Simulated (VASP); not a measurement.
# Ni: single point with RPBE

Crystal: Ni.

```
CELL_PARAMETERS angstrom
2.35509 0.00000 0.00000
0.00000 2.35509 0.00000
0.00000 0.00000 2.35509
ATOMIC_POSITIONS crystal
Ni 0.00000 0.00000 0.00000
```

```
Program             : VASP 6.6.1
Task                : single point
Functional          : RPBE
Potentials or basis : VASP PAW PBE potentials, release 64 (Ni)
Cutoff              : 520 eV
k mesh              : 14 × 14 × 14
Occupations         : fermi-dirac, width 0.05 eV
Spin                : collinear spin, ferromagnetic start
Starting moments    : [0.8] μB
```

```json
{
 "Pressure": "-0.1 GPa",
 "Net moment": "0.55 μB per cell",
 "Site moments": "Ni +0.56 μB",
 "Valence electrons inside the program's atomic spheres": "Ni 9.19"
}
```

Levels at points of the mesh, in eV from the Fermi level:
Spin up:
```tsv
k point	band 3	band 4	band 5	band 6	band 7	band 8
(0.00, 0.00, 0.00)	-3.44	-0.42	-0.42	-0.42	19.01	19.01
(0.50, 0.00, 0.00)	-1.38	-1.38	-0.94	-0.33	3.41	24.10
(0.50, 0.50, 0.00)	-1.19	-1.19	0.30	5.11	5.11	10.81
(0.50, 0.50, 0.50)	-3.13	0.35	0.35	11.47	11.47	11.47
```
Spin down:
| k point | band 2 | band 3 | band 4 | band 5 | band 6 | band 7 | band 8 | band 9 |
| --- | --- | --- | --- | --- | --- | --- | --- | --- |
| (0.00, 0.00, 0.00) | -2.98 | -2.98 | 0.26 | 0.26 | 0.26 | 19.06 | 19.06 | 19.06 |
| (0.50, 0.00, 0.00) | -2.55 | -0.98 | -0.75 | -0.75 | 0.35 | 3.78 | 23.99 | 26.07 |
| (0.50, 0.50, 0.00) | -2.26 | -0.54 | -0.54 | 0.90 | 5.12 | 5.12 | 11.05 | 11.13 |
| (0.50, 0.50, 0.50) | -2.61 | -2.61 | 0.95 | 0.95 | 11.54 | 11.54 | 11.54 | 13.55 |

Run time: 63 s on 1 thread of Intel Xeon 8259CL, with other jobs on the host, peak memory 0.15 GiB.

Caveat: the PAW data sets were made with another functional, which shifts forces and pressure a little.
